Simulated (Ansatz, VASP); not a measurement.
# KZnF3: VASP beside Ansatz

```
CELL_PARAMETERS angstrom
4.05000 0.03037 0.00000
0.03037 4.05000 0.00000
0.00000 0.00000 4.05000
ATOMIC_POSITIONS crystal
K 0.00000 0.00000 0.00000
Zn 0.50000 0.50000 0.50000
F 0.50000 0.50000 0.00000
F 0.00000 0.50000 0.50000
F 0.50000 0.00000 0.50000
```

Change from the starting cell: strain +0.0150 x Voigt [0, 0, 0, 0, 0, 1], atoms carried along.

Alike in both runs: task single point; functional r2SCAN; k mesh 6 × 6 × 6; occupations gaussian, width 0.05 eV; no spin polarisation.

|  | VASP | Ansatz |
| --- | --- | --- |
| version | VASP 6.6.1 | Ansatz 0.2.0 |
| potentials or method | VASP PAW PBE potentials, release 64 (K_sv, Zn, F), cutoff 520 eV | scalar-relativistic, plane waves, PAW |
| valence electrons in the cell | 42 | 42 |

```csv
,VASP,Ansatz,Ansatz less VASP
gap on the k mesh at the Fermi level (eV),4.58,4.63,+0.051
least direct gap on the mesh (eV),6.53,6.56,+0.024
pressure (GPa),0.0,-0.2,-0.27
"traceless stress, the component that is largest in VASP (GPa)",-0.56,-0.55,+0.013
```

VASP's potentials were made for PBE, not for r2SCAN.
